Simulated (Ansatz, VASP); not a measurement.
NiO in VASP and in Ansatz

The input INCAR:

```
SYSTEM = NiO
PREC = Accurate
ENCUT = 520
EDIFF = 1E-7
ISMEAR = -1
SIGMA = 0.05
LREAL = .FALSE.
LASPH = .TRUE.
NELM = 150
ALGO = Normal
ISIF = 2
LWAVE = .FALSE.
LCHARG = .FALSE.
ISPIN = 2
MAGMOM = 1 0
LORBIT = 11
LMAXMIX = 4
LDAU = .TRUE.
LDAUTYPE = 2
LDAUL = 2 -1
LDAUU = 6 0
LDAUJ = 0 0
LDAUPRINT = 1
GGA = PE
NBANDS = 19
```

Contents of KPOINTS:

```
Automatic mesh
0
G
  11 11 11
  0 0 0
```

POSCAR

```
NiO
1.0
    0.0000000000      2.0913095100      2.0913095100
    2.0913095100      0.0000000000      2.0913095100
    2.0913095100      2.0913095100      0.0000000000
Ni O
1 1
Direct
    0.0000000000      0.0000000000      0.0000000000
    0.5000000000      0.5000000000      0.5000000000
```

input.yaml

```yaml
crystal:
  lattice:
    - [0.0, 2.09130951, 2.09130951]
    - [2.09130951, 0.0, 2.09130951]
    - [2.09130951, 2.09130951, 0.0]
  atoms:
    - { symbol: Ni, position: [0.0, 0.0, 0.0], spin: 1.0 }
    - { symbol: O, position: [0.5, 0.5, 0.5] }
hamiltonian:
  xc: pbe
  pseudopotentials: { kind: paw }
  hubbard: { sites: [{ species: Ni, l: d, u_eff: 6.0 }] }
magnetization:
  spin_polarized: true
kpoints:
  mp_grid: { grid: [11, 11, 11] }
  band_path:
    path:
      - [[0.0, 0.0, 0.0], [0.5, 0.0, 0.5], [0.5, 0.25, 0.75], [0.375, 0.375, 0.75], [0.0, 0.0, 0.0], [0.5, 0.5, 0.5], [0.625, 0.25, 0.625], [0.5, 0.25, 0.75], [0.5, 0.5, 0.5], [0.375, 0.375, 0.75]]
      - [[0.625, 0.25, 0.625], [0.5, 0.0, 0.5]]
    npoints: 14
scf:
  occupations: { method: fermi_dirac, width: 0.05 }
  n_extra_bands: 6
output:
  forces: true
  stress: true
  eigenvalues: true
  fatbands: false
```

Alike in both runs: functional PBE; k mesh 11 × 11 × 11; occupations fermi-dirac, width 0.05 eV; collinear spin; Hubbard terms Ni d U = 6.0 eV.

|  | VASP | Ansatz |
| --- | --- | --- |
| version | VASP 6.6.1 | Ansatz 0.2.0 |
| potentials or method | VASP PAW PBE potentials, release 64 (Ni, O) | Ansatz PAW |
| plane-wave cutoff (eV) | 520 | 420 |
| valence electrons in the cell | 16 | 24 |
| task | single point | band structure |

|  | VASP | Ansatz | Ansatz less VASP |
| --- | --- | --- | --- |
| gap on the k mesh at the Fermi level (eV) | 2.45 | 2.18 | -0.266 |
| least direct gap on the mesh (eV) | 3.07 | 2.84 | -0.235 |
| pressure (GPa) | 2.2 | 12.3 | +10.14 |
| net moment per atom (μB) | 1.00 | 1.00 | 0.000 |
| size of the moment on the site where the two differ most (μB) | 1.82 | 1.72 | -0.099 |

Site moments also hang on the region over which each program counts them. The programs project onto different local orbitals, so the same U acts differently, and such runs can settle in different states. VASP's potentials hold 16 valence electrons a cell and Ansatz's 24, so a difference there can come from the potentials and not from the codes.

Noted on Ansatz's run: the magnetic or orbital state may not be the lowest.
